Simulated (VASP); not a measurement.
Set up this calculation in VASP 6.6.1, as the native input.

| Quantity | Value |
| --- | --- |
| Task | single point |
| Functional | PBEsol |
| Potentials or basis | VASP PAW PBE potentials, release 64 (Ga_d) |
| Cutoff | 520 eV |
| k mesh | 10 × 10 × 8 |
| Occupations | fermi-dirac, width 0.15 eV |
| Spin | no spin polarisation |
| Dipole correction | no |
| Further INCAR settings | ALGO = Fast; EDIFF = 1e-06; NBANDS = 34 |

The structure of Ga lies in POSCAR:

```
Ga
1.0
    2.2574866418     -3.7864132616      0.0000000000
    2.2574866418      3.7864132616      0.0000000000
    0.0000000000      0.0000000000      4.4719551599
Ga
4
Direct
    0.6561449724      0.3438550276      0.4150016398
    0.8438550276      0.1561449724      0.9150016398
    0.3438550276      0.6561449724      0.5849983602
    0.1561449724      0.8438550276      0.0849983602
```

The input as run:

INCAR

```
ALGO = Fast ; EDIFF = 1E-6
ENCUT = 520 ; GGA = PS
ISIF = 2 ; ISMEAR = -1
LASPH = True ; LCHARG = False
LREAL = False ; LWAVE = False
NBANDS = 34 ; NELM = 60
PREC = Accurate ; SIGMA = 0.15
```

KPOINTS

```
k-points
0
Gamma
  10 10 8
```

Potentials or basis: VASP PAW PBE potentials, release 64 (Ga_d).

The run is started by

```console
$ cat potpaw_PBE.64/Ga_d/POTCAR > POTCAR
$ mpirun -np 1 vasp_std > vasp.out
```

It gave:

| Quantity | Value |
| --- | --- |
| Pressure | 0.0 GPa |
| Largest force | 0.004 eV/Å |
| Band gap on the k mesh | zero (band 26 reaches 5.50 eV, above the bottom of band 27 at 4.01 eV) |

Caveat: the PAW data sets were made with another functional, which shifts forces and pressure a little.

It took 9.7 min on 1 thread of AMD EPYC 7R43 64-Core Processor (Zen 3) (shared host), peak memory 0.37 GiB.
